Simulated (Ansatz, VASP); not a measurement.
## Bi: VASP beside Ansatz

```
Bi
1.0
     4.41900    0.00000    0.00000
    -2.20950    3.82697    0.00000
     0.00000    0.00000   28.00000
Bi
2
Cartesian
  0.0000 2.5513 14.1850
  2.2095 1.2757 13.8150
```

Alike in both runs: task single point; functional PBE; k mesh 9 × 9 × 1; occupations gaussian, width 0.02 eV; no spin polarisation.

|  | VASP | Ansatz |
| --- | --- | --- |
| version | VASP 6.6.1 | Ansatz 0.2.0 |
| potentials or method | VASP PAW PBE potentials, release 64 (Bi_d), cutoff 520 eV | scalar-relativistic, plane waves, PAW |
| valence electrons in the cell | 30 | 30 |

```tsv
	VASP	Ansatz	Ansatz less VASP
gap on the k mesh at the Fermi level (eV)	none	none	-
rms of the force components (eV/Å)	1.196	1.204	+0.0074
```

Atom by atom the forces differ by 0.007 eV/Å (rms over components). A gap of «none» marks a metal or a gap that the smearing closes. The functional is the same, so the differences come from potentials, cutoffs and numerics.

Spin-orbit coupling is off throughout.
